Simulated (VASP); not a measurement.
The system is BaTiO3.

```
Ba Ti O
1.0
     2.84000    1.63967    2.33135
    -2.84000    1.63967    2.33135
     0.00000   -3.27935    2.33135
Ba Ti O
1 1 3
Direct
  0.99679 0.99679 0.99679
  0.48333 0.48333 0.48333
  0.50983 0.50983 0.01942
  0.01942 0.50983 0.50983
  0.50983 0.01942 0.50983
```

Base run:

| Property | Result |
| --- | --- |
| Program | VASP 6.6.1 |
| Functional | r2SCANh |
| Potentials or basis | VASP PAW PBE potentials, release 64 (Ba_sv, Ti_sv, O) |
| Cutoff | 580 eV |
| k mesh | 4 × 4 × 4 |
| Occupations | gaussian, width 0.01 eV |
| Spin | no spin polarisation |

Its results: band gap on the k mesh 3.69 eV (least direct gap 4.15 eV); pressure 0.2 GPa; largest force 0.026 eV/Å.

The run is repeated on the same cell with these changes: functional from r2SCANh to r2SCAN; cutoff from 580 eV to 520 eV; k mesh from 4 × 4 × 4 to 6 × 6 × 6. What comes out?

Band gap on the k mesh 2.85 eV (least direct gap 3.31 eV); pressure 1.9 GPa; largest force 0.175 eV/Å.

Several settings changed at once.

Caveats: the PAW data sets were made with another functional, which shifts forces and pressure a little; spin-orbit coupling is left out, which moves the levels of the heavy elements.

A k mesh can miss the band edges.
